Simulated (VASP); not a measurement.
# SrCrH6 (R-3m) in VASP: density of states with PBE

Aim: the density of states of SrCrH6 with PBE.

Everything below comes from runs of VASP 6.6.1. Logs are shortened: lines on timing, memory, paths and dates and some standing lists are left out, and cuts for length are marked.

### Step 1. The cell of the first run

The structure is trigonal, space group R-3m (No. 166). Conventional cell: a = 6.528 Å, b = 6.528 Å, c = 6.302 Å, α = 90.00°, β = 90.00°, γ = 120.00°. Within 3.1 Å of Sr (site symmetry -3m) lie 12 H at 2.36 to 2.68 Å. H (site symmetry m) has 1 Cr at 1.66 Å within 2.2 Å. Cr (site symmetry -3m) has 6 H at 1.66 Å within 2.2 Å.

### Step 2. Density of states, PBE

Input file POSCAR:

```
SrCrH6
1.0
    3.2638140000      1.8843620000      2.1005850000
   -3.2638140000      1.8843620000      2.1005850000
    0.0000000000     -3.7687250000      2.1005850000
Sr H Cr
1 6 1
Direct
    0.5000000000      0.5000000000      0.5000000000
    0.2630000000      0.8880000000      0.2630000000
    0.2630000000      0.2630000000      0.8880000000
    0.8880000000      0.2630000000      0.2630000000
    0.7370000000      0.1120000000      0.7370000000
    0.1120000000      0.7370000000      0.7370000000
    0.7370000000      0.7370000000      0.1120000000
    0.0000000000      0.0000000000      0.0000000000
```

Input file INCAR.step1:

```
SYSTEM = SrCrH6
ALGO = Normal ; EDIFF = 1E-6
ENCUT = 520 ; GGA = PE
ISIF = 2 ; ISMEAR = 1
LASPH = .True. ; LCHARG = .True.
LMAXMIX = 4 ; LREAL = .False.
LWAVE = .False. ; NBANDS = 24
NELM = 60 ; PREC = Accurate
SIGMA = 0.0325
```

Input file KPOINTS.step1:

```
k-points
0
Gamma
  6 6 6
  0 0 0
```

Input file INCAR.step2:

```
SYSTEM = SrCrH6
ALGO = Normal ; EDIFF = 1E-6
ENCUT = 520 ; GGA = PE
ICHARG = 11 ; ISIF = 2
ISMEAR = -5 ; LASPH = .True.
LCHARG = .False. ; LMAXMIX = 4
LORBIT = 10 ; LREAL = .False.
LWAVE = .False. ; NEDOS = 2001
NELM = 60 ; PREC = Accurate
SIGMA = 0.0325
```

Input file KPOINTS.step2:

```
k-points
0
Gamma
  9 9 9
  0 0 0
```

Potentials or basis: VASP PAW PBE potentials, release 64 (Sr_sv, H, Cr_pv).

The run is started by

```bash
> cat potpaw_PBE.64/Sr_sv/POTCAR potpaw_PBE.64/H/POTCAR potpaw_PBE.64/Cr_pv/POTCAR > POTCAR
> cp INCAR.step1 INCAR
> cp KPOINTS.step1 KPOINTS
> mpirun -np 1 vasp_std > vasp.out
> cp INCAR.step2 INCAR
> cp KPOINTS.step2 KPOINTS
> mpirun -np 1 vasp_std > vasp.out
```

OUTCAR:

```text
SYSTEM = SrCrH6
   EDIFF = 1E-6
   ENCUT = 520
   GGA = PE
   ICHARG = 11
   ISIF = 2
   ISMEAR = -5
   LASPH = .True.
   LORBIT = 10
   LREAL = .False.
   NELM = 60
   PREC = Accurate

 ion  position               nearest neighbor table
   1  0.500  0.500  0.500-   3 2.36   7 2.36   4 2.36   5 2.36   6 2.36   2 2.36   7 2.68   3 2.68
                             6 2.68   5 2.68   2 2.68   4 2.68   8 3.15   8 3.15   8 3.91   8 3.91
   2  0.263  0.888  0.263-   8 1.66   1 2.36   1 2.68
   3  0.263  0.263  0.888-   8 1.66   1 2.36   1 2.68
   4  0.888  0.263  0.263-   8 1.66   1 2.36   1 2.68
   5  0.737  0.112  0.737-   8 1.66   1 2.36   1 2.68
   6  0.112  0.737  0.737-   8 1.66   1 2.36   1 2.68
   7  0.737  0.737  0.112-   8 1.66   1 2.36   1 2.68
   8  0.000  0.000  0.000-   3 1.66   7 1.66   4 1.66   5 1.66   6 1.66   2 1.66   1 3.15   1 3.15
                             1 3.91   1 3.91   1 3.91   1 3.91   1 3.91   1 3.91

  LATTYP: Found a trigonal (rhomboedric) cell.
 ALAT       =     4.3145967909
 COS(alpha) =    -0.1444574885

  Lattice vectors:

 A1 = (   3.2638140000,   1.8843620000,   2.1005850000)
 A2 = (  -3.2638140000,   1.8843620000,   2.1005850000)
 A3 = (   0.0000000000,  -3.7687250000,   2.1005850000)

Analysis of symmetry for initial positions (statically):
=====================================================================
 Subroutine PRICEL returns:
 Original cell was already a primitive cell.

 Routine SETGRP: Setting up the symmetry group for a
 trigonal (rhombohedral) supercell.

 Subroutine GETGRP returns: Found 12 space group operations
 (whereof 12 operations were pure point group operations)
 out of a pool of 12 trial point group operations.

The static configuration has the point symmetry D_3d.

Analysis of symmetry for dynamics (positions and initial velocities):
=====================================================================
 Subroutine PRICEL returns:
 Original cell was already a primitive cell.

 Routine SETGRP: Setting up the symmetry group for a
 trigonal (rhombohedral) supercell.

 Subroutine GETGRP returns: Found 12 space group operations
 (whereof 12 operations were pure point group operations)
 out of a pool of 12 trial point group operations.

The dynamic configuration has the point symmetry D_3d.

 Subroutine INISYM returns: Found 12 space group operations
[... 121 lines left out ...]
   PSTRESS=    0.0 pullay stress
   NELECT =      28.0000    total number of electrons
   NUPDOWN=      -1.0000    fix difference up-down
   EMIN   =  10.00;   EMAX   =-10.00  energy-range for DOS
   EFERMI =   0.00;   METHOD = LEGACY
   ISMEAR =    -5;   SIGMA  =   0.03  broadening in eV -4-tet -1-fermi 0-gaus
   EFERMI_NEDOS =   21; number of points for ismear=-14 and -15
   IALGO  =     38    algorithm
   IMIX   =      4    mixing-type and parameters
     AMIX     =   0.40;   BMIX     =  1.00
     AMIX_MAG =   1.60;   BMIX_MAG =  1.00
  volume/ion in A,a.u.               =       9.69        65.39
  Fermi-wavevector in a.u.,A,eV,Ry     =   1.165915  2.203261 18.495201  1.359359
  Thomas-Fermi vector in A             =   2.302435
   LORBIT       =     10    0 simple, 1 ext, 2 COOP (PROOUT), +10 PAW based schemes
   GGA     = PE    functional components
   LHFCALC =     F    Hartree Fock is set to
   AEXX    =    0.0000 exact exchange contribution
   IVDW    =     0    specifies the selected vdW correction
   LEPSILON=     F    determine dielectric tensor
   LRPA    =     F    only Hartree local field effects (RPA)
 non-spin polarized calculation
 Fermi weights with tetrahedron method with Bloechl corrections
  energy-cutoff  :      520.00
  volume of cell :       77.51
 maximum number of plane-waves:      2111

 number of electron      28.0000012 magnetization

 Free energy of the ion-electron system (eV)
  ---------------------------------------------------
  ext. energy  EPLUGINS =         0.00000000
  ---------------------------------------------------
  free energy    TOTEN  =       -29.08403118 eV

  energy without entropy =      -29.08403118  energy(sigma->0) =      -29.08403118

 E-fermi :   0.7953     XC(G=0):  -9.3587

 val. band max:        0.8169515097   @ k =   0.4444   0.4444   0.0000
 cond. band min:       0.7852955231   @ k =  -0.4444   0.3333   0.0000
 fundamental gap:     -0.0316559866
 Fermi energy:         0.7952602124

 k-point     1 :       0.0000    0.0000    0.0000
  band No.  band energies     occupation
      1     -42.3679      2.00000
      2     -42.3679      2.00000
      3     -42.1012      2.00000
      4     -32.5480      2.00000
      5     -14.6048      2.00000
      6     -14.5761      2.00000
[... 505 lines left out ...]
      6     -14.6955      2.00000
[... 11 lines left out ...]
     18       4.7987      0.00000
     19       6.4185      0.00000

 [... further k-points ...]
[... 5 lines left out ...]
  --------------------------------------------------------------------------------------
  -------------------------------------------------------------------------------------
  Total        1.6605473      1.6605445      2.9434801      0.0000000     -0.0000005     -0.0000000
  in kB       34.3226258     34.3225690     60.8401609      0.0000000     -0.0000097     -0.0000000
  external PRESSURE =      43.1617852 kB  Pullay stress =       0.0000000 kB

 VOLUME and BASIS-vectors are now :
 -----------------------------------------------------------------------------
  energy-cutoff  :      520.00
  volume of cell :       77.51
      direct lattice vectors                 reciprocal lattice vectors
     3.263814000  1.884362000  2.100585000     0.153195004  0.088447250  0.158685967
    -3.263814000  1.884362000  2.100585000    -0.153195004  0.088447250  0.158685967
     0.000000000 -3.768725000  2.100585000     0.000000000 -0.176894500  0.158685925

 POSITION                                       TOTAL-FORCE (eV/Angst)
 -----------------------------------------------------------------------------------
      0.00000     -0.00000      3.15088         0.000000      0.000000      0.000000
     -2.03988      1.17773      2.97023        -0.216406      0.124942      0.286444
      0.00000     -2.35545      2.97023         0.000000     -0.249884      0.286444
      2.03988      1.17773      2.97023         0.216406      0.124942      0.286444
      2.03988     -1.17773      3.33153         0.216406     -0.124942     -0.286444
     -2.03988     -1.17773      3.33153        -0.216406     -0.124942     -0.286444
      0.00000      2.35545      3.33153         0.000000      0.249884     -0.286444
      0.00000      0.00000      0.00000         0.000000      0.000000      0.000000
 -----------------------------------------------------------------------------------
    total drift:                               -0.000000      0.000000      0.000000

  FREE ENERGIE OF THE ION-ELECTRON SYSTEM (eV)
  ---------------------------------------------------
  free  energy   TOTEN  =       -29.0840311769 eV

  energy  without entropy=      -29.0840311769  energy(sigma->0) =      -29.08403118

 total charge

# of ion       s       p       d       tot
------------------------------------------
    1        2.009   5.777   0.232   8.019
    2        0.549   0.008   0.000   0.558
    3        0.549   0.008   0.000   0.558
    4        0.549   0.008   0.000   0.558
    5        0.549   0.008   0.000   0.558
    6        0.549   0.008   0.000   0.558
    7        0.549   0.008   0.000   0.558
    8        0.433   6.492   3.913  10.837
--------------------------------------------------
tot          5.739  12.318   4.145  22.202
```

OSZICAR.step1:

```text
N       E                     dE             d eps       ncg     rms          rms(c)
DAV:   1     0.187155008058E+03    0.18716E+03   -0.13956E+04  1552   0.109E+03
DAV:   2    -0.241855709181E+02   -0.21134E+03   -0.20456E+03  1672   0.299E+02
DAV:   3    -0.352958316781E+02   -0.11110E+02   -0.10993E+02  2448   0.671E+01
DAV:   4    -0.356435067229E+02   -0.34768E+00   -0.34636E+00  2072   0.777E+00
DAV:   5    -0.356470895486E+02   -0.35828E-02   -0.35825E-02  2224   0.808E-01    0.299E+01
DAV:   6    -0.427588469580E+02   -0.71118E+01   -0.94485E+01  1608   0.603E+01    0.434E+01
DAV:   7    -0.309790930425E+02    0.11780E+02   -0.17240E+02  1592   0.583E+01    0.154E+01
DAV:   8    -0.294292445552E+02    0.15498E+01   -0.19700E+00  1928   0.118E+01    0.765E+00
DAV:   9    -0.290896609253E+02    0.33958E+00   -0.60902E-01  2072   0.548E+00    0.381E+00
DAV:  10    -0.290924052862E+02   -0.27444E-02   -0.35450E-01  1864   0.277E+00    0.126E+00
DAV:  11    -0.290830110725E+02    0.93942E-02   -0.84318E-02  1744   0.161E+00    0.436E-01
DAV:  12    -0.290829091594E+02    0.10191E-03   -0.26034E-03  1936   0.221E-01    0.286E-01
DAV:  13    -0.290826787111E+02    0.23045E-03   -0.76499E-04  1912   0.180E-01    0.114E-01
DAV:  14    -0.290826907750E+02   -0.12064E-04   -0.10485E-04  1952   0.617E-02    0.387E-02
DAV:  15    -0.290827081799E+02   -0.17405E-04   -0.17263E-04  1936   0.761E-02    0.467E-02
DAV:  16    -0.290826885863E+02    0.19594E-04   -0.67559E-05  1688   0.527E-02    0.927E-03
DAV:  17    -0.290826879944E+02    0.59186E-06   -0.42493E-06  1512   0.991E-03
   1 F= -.29082688E+02 E0= -.29082430E+02  d E =-.773626E-03
```

Run time: 58 s. Hardware: 1 thread of Intel Xeon Platinum 8488C (Sapphire Rapids), shared host; peak memory 0.26 GiB.

What came out:

| Item | Value |
| --- | --- |
| Valence electrons inside the program's atomic spheres | Sr 8.02; H 0.56; Cr 10.84 |

Caveat: tetrahedron occupations give inexact forces and stress in metals. Spin polarisation is off, so any magnetic state and its effect on volume and gap are missing.
